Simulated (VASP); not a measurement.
Crystal: Nb.

```
Nb
1.0
    -1.65573    1.65573    1.65573
     1.65573   -1.65573    1.65573
     1.65573    1.65573   -1.65573
Nb
1
Direct
  0.00000 0.00000 0.00000
```

Base run:

* Program: VASP 6.6.1
* Functional: PBE
* Potentials or basis: VASP PAW PBE potentials, release 64 (Nb_sv)
* Cutoff: 520 eV
* k mesh: 14 × 14 × 14
* Occupations: gaussian, width 0.05 eV
* Spin: no spin polarisation

Its results: pressure -0.3 GPa.

Problem. The run is repeated on the same cell with these changes: functional from PBE to PBEsol; further incar settings from ALGO = Fast; EDIFF = 1e-07; NBANDS = 12 to ALGO = Normal; EDIFF = 1e-06; NBANDS = 12. What comes out?

Solution. Pressure -6.2 GPa.

Caveats: the PAW data sets were made with another functional, which shifts forces and pressure a little (some runs).
